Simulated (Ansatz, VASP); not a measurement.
KSi2Sb3: VASP beside Ansatz

```
K Si Sb
1.0
     5.47232    0.00000    0.00000
    -2.73616    4.73917    0.00000
     0.00000    0.00000    6.20316
K Si Sb
1 2 3
Direct
  0.00000 0.00000 0.00000
  0.33333 0.66667 0.50000
  0.66667 0.33333 0.50000
  0.00000 0.00000 0.50000
  0.33333 0.66667 0.00000
  0.66667 0.33333 0.00000
```

Alike in both runs: functional PBE; k mesh 12 × 12 × 6; occupations gaussian, width 0.1 eV; no spin polarisation.

Ansatz relaxed the structure, and its values are those at the end. VASP's run is a single point on that final structure, the one shown.

```csv
,VASP,Ansatz
version,VASP 6.6.1,Ansatz 0.2.0
potentials or method,"VASP PAW PBE potentials, release 64 (K_sv, Si, Sb), cutoff 520 eV","scalar-relativistic, plane waves, PAW"
valence electrons in the cell,32,62
```

|  | VASP | Ansatz | Ansatz less VASP |
| --- | --- | --- | --- |
| gap on the k mesh at the Fermi level (eV) | none | none | - |
| pressure (GPa) | 0.0 | 0.0 | -0.02 |

A gap of «none» marks a metal or a gap that the smearing closes. With one functional, cell and mesh, what is left measures potentials, basis and numerics. VASP's potentials hold 32 valence electrons a cell and Ansatz's 62, so a difference there can come from the potentials and not from the codes.

Neither program's run includes spin-orbit coupling.
